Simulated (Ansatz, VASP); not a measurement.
**Two plane-wave programs on CaO**

```
Ca O
1.0
     0.00000    2.38358    2.38358
     2.38358    0.00000    2.38358
     2.38358    2.38358    0.00000
Ca O
1 1
Direct
  0.00000 0.00000 0.00000
  0.50000 0.50000 0.50000
```

Alike in both runs: functional PBEsol; k mesh 12 × 12 × 12; occupations fermi-dirac, width 0.08 eV; no spin polarisation.

Ansatz relaxed the structure, and its values are those at the end. VASP's run is a single point on that final structure, the one shown.

|  | VASP | Ansatz |
| --- | --- | --- |
| version | VASP 6.6.1 | Ansatz 0.2.0 |
| potentials or method | VASP PAW PBE potentials, release 64 (Ca_sv, O) | PAW with Ansatz's default frozen-core files, scalar-relativistic |
| plane-wave cutoff (eV) | 520 | 420 |
| valence electrons in the cell | 16 | 16 |

|  | VASP | Ansatz | Ansatz less VASP |
| --- | --- | --- | --- |
| gap on the k mesh at the Fermi level (eV) | 3.52 | 3.54 | +0.023 |
| pressure (GPa) | 0.6 | 0.0 | -0.62 |

VASP's potentials were made for PBE, not for PBEsol. With one functional, cell and mesh, what is left measures potentials, basis and numerics.
